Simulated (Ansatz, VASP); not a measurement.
CsH in VASP and in Ansatz

The input POSCAR:

```
CsH
1.0
    3.1880000000      3.1880000000      0.0000000000
   -3.1880000000      3.1880000000      0.0000000000
    0.0000000000      0.0000000000      6.3760000000
Cs H
2 2
Direct
    0.0000000000      0.0000000000      0.0000000000
    0.5000000000      0.5000000000      0.5000000000
    0.5000000000      0.5000000000      0.0000000000
    0.0000000000      0.0000000000      0.5000000000
```

The input INCAR.step1:

```
SYSTEM = CsH
PREC = Accurate ; ENCUT = 520
ISMEAR = 0 ; SIGMA = 0.02
LREAL = .False. ; LASPH = .True.
NELM = 60 ; NBANDS = 18
GGA = PE ; ALGO = Normal
EDIFF = 1E-4 ; LWAVE = .True.
LCHARG = .False.
```

File INCAR.step2:

```
SYSTEM = CsH
PREC = Accurate ; ENCUT = 520
EDIFF = 1E-7 ; ISMEAR = 0
SIGMA = 0.02 ; LREAL = .False.
LASPH = .True. ; NELM = 60
ALGO = Normal ; ISIF = 2
LWAVE = .False. ; LCHARG = .False.
METAGGA = R2SCAN ; LMIXTAU = .True.
NBANDS = 18 ; ISTART = 1
```

Contents of KPOINTS:

```
regular mesh
0
Gamma
  6 6 4
  0 0 0
```

Input for Ansatz:

```yaml
crystal:
  lattice:
    - [3.188, 3.188, 0.0]
    - [-3.188, 3.188, 0.0]
    - [0.0, 0.0, 6.376]
  atoms:
    - { symbol: Cs, position: [0.0, 0.0, 0.0] }
    - { symbol: Cs, position: [0.5, 0.5, 0.5] }
    - { symbol: H, position: [0.5, 0.5, 0.0] }
    - { symbol: H, position: [0.0, 0.0, 0.5] }
basis:
  ecutwfc: 500
kpoints:
  mp_grid: { grid: [6, 6, 4] }
hamiltonian:
  xc: r2scan
scf:
  occupations: { method: gaussian, width: 0.02 }
output:
  forces: true
  stress: true
  eigenvalues: true
```

Alike in both runs: task single point; functional r2SCAN; k mesh 6 × 6 × 4; occupations gaussian, width 0.02 eV; no spin polarisation.

```csv
,VASP,Ansatz
version,VASP 6.6.1,Ansatz 0.2.0
potentials or method,"VASP PAW PBE potentials, release 64 (Cs_sv, H), cutoff 520 eV","scalar-relativistic, plane waves, PAW"
valence electrons in the cell,20,20
```

VASP gave:

| Property | Result |
| --- | --- |
| gap on the k mesh at the Fermi level (eV) | 2.66 |
| least direct gap on the mesh (eV) | 2.66 |
| pressure (GPa) | 0.0 |

Which values does Ansatz return?

gap on the k mesh at the Fermi level (eV): 2.68; least direct gap on the mesh (eV): 2.68; pressure (GPa): 0.0.

VASP's potentials were made for PBE, not for r2SCAN.

Spin-orbit coupling is off throughout.
